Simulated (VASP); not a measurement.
The system is NbSi.

```
CELL_PARAMETERS angstrom
3.15644 0.00000 0.00000
0.00000 3.15644 0.00000
0.00000 0.00000 3.15644
ATOMIC_POSITIONS crystal
Nb 0.00000 0.00000 0.00000
Si 0.50000 0.50000 0.50000
```

| Item | Value |
| --- | --- |
| Program | VASP 6.6.1 |
| Task | relaxation of cell and atoms |
| Functional | r2SCAN |
| Potentials or basis | VASP PAW PBE potentials, release 64 (Nb_sv, Si) |
| Cutoff | 600 eV |
| k mesh | 8 × 8 × 8 |
| Occupations | fermi-dirac, width 0.05 eV |
| Spin | no spin polarisation |
| Hubbard terms | Nb d U = 6.0 eV |

At the start: pressure 8.1 GPa; volume 15.72 Å³/atom.

Task: Where does the relaxation end?

Result: Over 4 steps the energy falls by 17.9 meV/atom and the volume is 16.45 Å³/atom (+4.6 %); space group Pm-3m (No. 221, to 0.1 Å) before and after.

Step by step:
```csv
step,energy change (eV),largest force (eV/Å),pressure (GPa),volume (Å³)
1,0.0000,0.0000,8.15,31.45
2,0.0398,0.0000,-9.87,35.23
3,-0.0359,0.0000,-0.12,32.93
4,-0.0359,0.0000,0.03,32.90
```

Final structure:
```xyz
2
Lattice="3.2044 0.0000 0.0000 0.0000 3.2044 0.0000 0.0000 0.0000 3.2044" Properties=species:S:1:pos:R:3 pbc="T T T"
Nb    0.0000    0.0000    0.0000
Si    1.6022    1.6022    1.6022
```

Caveat: the PAW data sets were made with another functional, which shifts forces and pressure a little; an odd number of electrons without spin polarisation forces a metal; a magnetic or distorted state may lie lower; U without spin polarisation on a metal has little footing; the U is typed as a test and isn't derived for this compound.
